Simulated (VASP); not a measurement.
Crystal: AlN.

```
Al N
1.0
     0.00000    1.91669    1.91669
     1.91669    0.00000    1.91669
     1.91669    1.91669    0.00000
Al N
1 1
Direct
  0.00000 0.00000 0.00000
  0.50000 0.50000 0.50000
```

| Property | Result |
| --- | --- |
| Program | VASP 6.6.1 |
| Task | relaxation of cell and atoms |
| Functional | PBEsol |
| Potentials or basis | VASP PAW PBE potentials, release 64 (Al, N) |
| Cutoff | 600 eV |
| k mesh | 10 × 10 × 10 |
| Occupations | fermi-dirac, width 0.03 eV |
| Spin | no spin polarisation |

At the start: pressure 58.2 GPa; volume 7.04 Å³/atom.

Where does the relaxation end?

Over 17 steps the energy falls by 195.6 meV/atom and the volume is 8.27 Å³/atom (+17.4 %); space group Fm-3m (No. 225, to 0.05 Å).

Step by step:
```csv
step,energy change (eV),largest force (eV/Å),pressure (GPa),volume (Å³)
1,0.0000,0.0000,58.19,14.08
2,0.0341,0.0000,-34.13,19.97
3,-0.3908,0.0000,-1.46,16.64
4,-0.3912,0.0000,-0.23,16.56
5,-0.3911,0.0000,0.60,16.51
6,-0.3911,0.0000,0.59,16.51
7,-0.3911,0.0000,0.56,16.51
8,-0.3911,0.0000,0.55,16.51
9,-0.3911,0.0000,0.55,16.51
10,-0.3911,0.0000,0.55,16.51
11,-0.3911,0.0000,0.55,16.51
12,-0.3911,0.0000,0.54,16.51
13,-0.3911,0.0000,0.53,16.51
14,-0.3911,0.0000,0.51,16.51
15,-0.3911,0.0000,0.46,16.52
16,-0.3911,0.0000,0.35,16.52
17,-0.3912,0.0000,0.15,16.53
```

Final structure:
```
Al N
1.0
     0.00000    2.02201    2.02201
     2.02201    0.00000    2.02201
     2.02201    2.02201    0.00000
Al N
1 1
Direct
  0.00000 0.00000 0.00000
  0.50000 0.50000 0.50000
```

Caveat: the volume moved by over 15 % at a fixed basis, so the end points are rough; the PAW data sets were made with another functional, which shifts forces and pressure a little.
